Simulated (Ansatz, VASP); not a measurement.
HgTe: VASP beside Ansatz

```
Hg Te
1.0
     4.54783    0.00000    0.00000
    -2.27392    3.93854    0.00000
     0.00000    0.00000    7.46886
Hg Te
2 2
Direct
  0.33333 0.66667 0.00050
  0.66667 0.33333 0.50050
  0.33333 0.66667 0.37450
  0.66667 0.33333 0.87450
```

Alike in both runs: task single point; functional r2SCAN; k mesh 6 × 6 × 4; occupations fermi-dirac, width 0.02 eV; no spin polarisation.

|  | VASP | Ansatz |
| --- | --- | --- |
| version | VASP 6.6.1 | Ansatz 0.2.0 |
| potentials or method | VASP PAW PBE potentials, release 64 (Hg, Te) | plane waves, PAW |
| plane-wave cutoff (eV) | 520 | 500 |
| valence electrons in the cell | 36 | 72 |

```tsv
	VASP	Ansatz	Ansatz less VASP
pressure (GPa)	2.9	2.9	-0.08
rms of the force components (eV/Å)	0.007	0.006	-0.0004
```

VASP's potentials were made for PBE, not for r2SCAN. Atom by atom the forces differ by 0.000 eV/Å (rms over components). VASP's potentials hold 36 valence electrons a cell and Ansatz's 72, so a difference there can come from the potentials and not from the codes.

Neither program's run includes spin-orbit coupling.
